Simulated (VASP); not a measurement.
Write the native input for VASP 6.6.1 that does the following.

```yaml
Task: single point
Functional: PBE
Potentials_or_basis: VASP PAW PBE potentials, release 64 (In_d)
Cutoff: 520 eV
k_mesh: 10 × 10 × 10
Occupations: gaussian, width 0.1 eV
Spin: no spin polarisation
Dipole_correction: no
Further_INCAR_settings: ALGO = Fast; EDIFF = 1e-06; NBANDS = 26
```

The structure of In lies in POSCAR:

```
In
1.0
    4.5465367957      0.0000000000      0.0000000000
    0.0000000000      4.5465367957      0.0000000000
    0.0000000000      0.0000000000      4.5465367957
In
3
Direct
    0.5000000000      0.0000000000      0.0000000000
    0.0000000000      0.5000000000      0.0000000000
    0.0000000000      0.0000000000      0.5000000000
```

This isn't the form of In at room conditions, which is tetragonal.

One way to write it, as run:

INCAR

```
SYSTEM = In
ALGO = Fast
EDIFF = 1E-6
ENCUT = 520
GGA = PE
ISIF = 2
ISMEAR = 0
LASPH = .TRUE.
LCHARG = .TRUE.
LELF = .TRUE.
LREAL = .FALSE.
LVHAR = .TRUE.
LWAVE = .FALSE.
NBANDS = 26
NELM = 80
PREC = Accurate
SIGMA = 0.1
```

KPOINTS

```
k-points
0
G
  10 10 10
  0 0 0
```

Potentials or basis: VASP PAW PBE potentials, release 64 (In_d).

Run with:

```console
$ cat potpaw_PBE.64/In_d/POTCAR > POTCAR
$ mpirun -np 1 vasp_std > vasp.out
```

Results of the run:

```json
{
 "Pressure": "-0.8 GPa",
 "Band gap on the k mesh": "zero (an odd number of electrons rules out a gap without spin polarisation)"
}
```

Caveat: spin-orbit coupling is left out, which moves the levels of the heavy elements.

It took 70 s on 1 thread of Intel(R) Xeon(R) 6975P-C (Granite Rapids) (shared host), peak memory 0.26 GiB.
